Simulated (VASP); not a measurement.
**LiTlF4: single point with PBE**

The system is LiTlF4.

```
Li Tl F
1.0
     0.00000    3.76619    0.00000
     0.00000    0.00000    5.30552
     7.53238    0.00000    0.00000
Li Tl F
2 2 8
Direct
  0.00000 0.00000 0.00000
  0.00000 0.00000 0.50000
  0.50000 0.50000 0.25000
  0.50000 0.50000 0.75000
  0.00000 0.25027 0.25000
  0.00000 0.25027 0.75000
  0.50000 0.74973 0.00000
  0.50000 0.74973 0.50000
  0.00000 0.74973 0.25000
  0.00000 0.74973 0.75000
  0.50000 0.25027 0.00000
  0.50000 0.25027 0.50000
```

```
Program                : VASP 6.6.1
Task                   : single point
Functional             : PBE
Potentials or basis    : VASP PAW PBE potentials, release 64 (Li_sv, Tl_d, F)
Cutoff                 : 520 eV
k mesh                 : 4 × 4 × 2
Occupations            : gaussian, width 0.1 eV
Spin                   : no spin polarisation
Dipole correction      : no
Further INCAR settings : ALGO = Normal; EDIFF = 1e-07; NBANDS = 56
```

The largest force is 0.019 eV/Å and the band gap on the k mesh is 1.91 eV.

Forces on the atoms (eV/Å):
```
Li   0.000  0.000  0.000
Li   0.000  0.000  0.000
Tl   0.000  0.000  0.000
Tl   0.000  0.000  0.000
F    0.000  0.000 -0.019
F    0.000  0.000 -0.019
F    0.000  0.000  0.019
F    0.000  0.000  0.019
F    0.000  0.000  0.019
F    0.000  0.000  0.019
F    0.000  0.000 -0.019
F    0.000  0.000 -0.019
```

Levels at points of the mesh, in eV from the valence-band top:
| k point | band 41 | band 42 | band 43 | band 44 | band 45 | band 46 | band 47 | band 48 |
| --- | --- | --- | --- | --- | --- | --- | --- | --- |
| (0.00, 0.00, 0.00) | -0.28 | -0.21 | -0.21 | -0.21 | 1.91 | 3.94 | 8.65 | 9.36 |
| (0.50, 0.00, 0.00) | -0.21 | -0.21 | -0.21 | 0.00 | 3.94 | 4.46 | 8.65 | 9.56 |
| (0.00, 0.50, 0.00) | -0.62 | -0.57 | -0.32 | -0.32 | 2.81 | 4.15 | 7.71 | 8.97 |
| (0.50, 0.50, 0.00) | -0.72 | -0.15 | -0.12 | -0.10 | 4.15 | 4.65 | 8.97 | 9.75 |
| (0.00, 0.00, 0.50) | -0.39 | -0.39 | -0.22 | -0.22 | 2.98 | 2.98 | 9.37 | 9.37 |
| (0.50, 0.00, 0.50) | -0.24 | -0.24 | -0.18 | -0.18 | 4.17 | 4.17 | 8.97 | 8.97 |
| (0.00, 0.50, 0.50) | -0.68 | -0.68 | -0.53 | -0.53 | 3.49 | 3.49 | 8.70 | 8.70 |
| (0.50, 0.50, 0.50) | -0.48 | -0.48 | -0.43 | -0.43 | 4.36 | 4.36 | 9.48 | 9.48 |

Run time: 100 s on 1 thread of Intel(R) Xeon(R) Platinum 8488C (Sapphire Rapids), on a shared host, peak memory 0.3 GiB.

Caveat: spin-orbit coupling is left out, which moves the levels of the heavy elements. A k mesh can miss the band edges.
